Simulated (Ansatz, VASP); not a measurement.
**AlNi: VASP beside Ansatz**

```
Ni Al
1.0
     2.88100    0.00000    0.00000
     0.00000    2.88100    0.00000
     0.00000    0.00000    2.88100
Ni Al
1 1
Cartesian
  1.4405 1.4405 1.4405
  0.0000 0.0000 0.0000
```

Alike in both runs: task single point; functional PBE; k mesh 9 × 9 × 9; occupations gaussian, width 0.012 eV; collinear spin.

```csv
,VASP,Ansatz
version,VASP 6.6.1,Ansatz 0.2.0
potentials or method,"VASP PAW PBE potentials, release 64 (Ni, Al), cutoff 520 eV","all-electron LAPW, scalar-relativistic"
```

|  | VASP | Ansatz | Ansatz less VASP |
| --- | --- | --- | --- |
| gap on the k mesh at the Fermi level (eV) | none | none | - |
| pressure (GPa) | 1.8 | 1.9 | +0.03 |
| net moment per atom (μB) | 0.00 | 0.00 | 0.000 |

A gap of «none» marks a metal or a gap that the smearing closes. Ansatz ran all-electron here, and VASP with PAW potentials.
